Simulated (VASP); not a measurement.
Set up this calculation in VASP 6.6.1, as the native input.

```yaml
Task: relaxation of cell and atoms
Functional: PBE
Potentials_or_basis: VASP PAW PBE potentials, release 64 (Hf_pv, V_sv, N)
Cutoff: 600 eV
k_mesh: 4 × 4 × 4
Occupations: gaussian, width 0.1 eV
Spin: collinear spin, antiferromagnetic start
Starting_moments: "[0.0, 2.0, -2.0, 0.0, 0.0, 0.0] μB"
Dipole_correction: no
Further_INCAR_settings: ALGO = Normal; EDIFF = 1e-07; IBRION = 2; EDIFFG = -0.04; NSW = 90; ISIF = 3
```

The structure of HfV2N3 lies in POSCAR:

```
HfV2N3
1.0
    4.1293016533      0.0000000000      0.0000000000
    0.0000000000      4.1293024132      0.0000000000
    0.0000000000      0.0000000000      4.3959642984
Hf V N
1 2 3
Direct
    0.0000000000      0.0000000000      0.9378688129
    0.5000000000      0.0000000000      0.4831061600
    0.0000000000      0.5000000000      0.4831062329
    0.5000000000      0.0000000000      0.0846908149
    0.0000000000      0.5000000000      0.0846907331
    0.5000000000      0.5000000000      0.3249747162
```

The cell was generated, and may not be a known phase.

One way to write it, as run:

INCAR

```
PREC     = Accurate       # precision mode
ENCUT    = 600            # plane-wave cutoff, eV
EDIFF    = 1E-7           # SCF threshold, eV
ISMEAR   = 0              # smearing method
SIGMA    = 0.1            # smearing width, eV
LREAL    = F              # projectors in reciprocal space
LASPH    = T              # aspherical terms in the spheres
NELM     = 150            # most SCF steps
ALGO     = Normal         # electronic algorithm
ISIF     = 3              # what is computed and relaxed
LWAVE    = F              # write WAVECAR
LCHARG   = F              # write CHGCAR
ISPIN    = 2              # spin polarisation
MAGMOM   = 0 2 -2 0 0 0   # initial moments
LORBIT   = 11             # projections on sites
LMAXMIX  = 4              # l up to which the mixer works
GGA      = PE             # functional
IBRION   = 2              # ionic algorithm
NSW      = 90             # ionic steps
EDIFFG   = -0.04          # ionic threshold
```

KPOINTS

```
Automatic mesh
0
Gamma
  4 4 4
```

Potentials or basis: VASP PAW PBE potentials, release 64 (Hf_pv, V_sv, N).

The run is started by

```console
$ cat potpaw_PBE.64/Hf_pv/POTCAR potpaw_PBE.64/V_sv/POTCAR potpaw_PBE.64/N/POTCAR > POTCAR
$ mpirun -np 1 vasp_std > vasp.out
```

Results of the run:

```json
{"Relaxed volume": "11.69 Å³/atom", "Relaxed cell": "a = 4.254 Å, b = 4.254 Å, c = 3.875 Å, α = 90.00°, β = 90.00°, γ = 90.00°", "Space group after relaxing (to 0.1 Å)": "P4/mmm (No. 123)", "Energy gained by relaxing": "656.2 meV/atom", "Ionic steps": "21", "Pressure after relaxing": "0.3 GPa", "Largest force after relaxing": "0.036 eV/Å", "Net moment": "0.00 μB per cell", "Valence electrons inside the program's atomic spheres": "Hf 8.77; V 11.58; N 3.74, 3.55 (each value once)"}
```

Caveat: the k points lie up to 0.41 Å⁻¹ apart in the final cell; the moments typed at the start vanished in this run.

It took 45 min on 1 thread of Intel Xeon 8259CL (shared host), peak memory 0.31 GiB.
